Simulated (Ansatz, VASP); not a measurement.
## One calculation of Li16F, two programs

```xyz
17
Lattice="6.9800 0.0000 0.0000 0.0000 6.9800 0.0000 0.0000 0.0000 6.9800" Properties=species:S:1:pos:R:3 pbc="T T T"
Li   -0.0036    0.0240    0.1393
Li    3.4885   -0.0315    0.0321
Li   -0.0046    3.3188   -0.1217
Li   -0.0037    0.0242    3.3520
Li    1.8632    1.9134    1.7458
Li    3.4865    3.5846   -0.0569
Li    3.4885   -0.0315    3.4592
Li    5.1067    1.9139    1.7458
Li   -0.0046    3.3187    3.6134
Li    1.6051    5.2085    1.7455
Li    1.7961    1.6468    5.2356
Li    3.4865    3.5849    3.5478
Li    5.3667    5.2068    1.7456
Li    5.1784    1.6448    5.2356
Li    1.7081    5.2652    5.2352
Li    5.2637    5.2647    5.2352
F    -0.0027    6.1042    1.7454
```

Alike in both runs: functional PBE; k mesh 3 × 3 × 3; occupations gaussian, width 0.15 eV; no spin polarisation.

Ansatz relaxed the structure, and its values are those at the end. VASP's run is a single point on that final structure, the one shown.

```csv
,VASP,Ansatz
version,VASP 6.6.1,Ansatz 0.2.0
potentials or method,"VASP PAW PBE potentials, release 64 (Li_sv, F), cutoff 520 eV","scalar-relativistic, plane waves, PAW"
valence electrons in the cell,55,55
```

Ansatz gave:

| Quantity | Value |
| --- | --- |
| rms of the force components (eV/Å) | 0.002 |

Estimate VASP's values.

rms of the force components (eV/Å): 0.005.

With one functional, cell and mesh, what is left measures potentials, basis and numerics.

Noted on VASP's run: the cutoff is short for stress, so the pressure is rough.
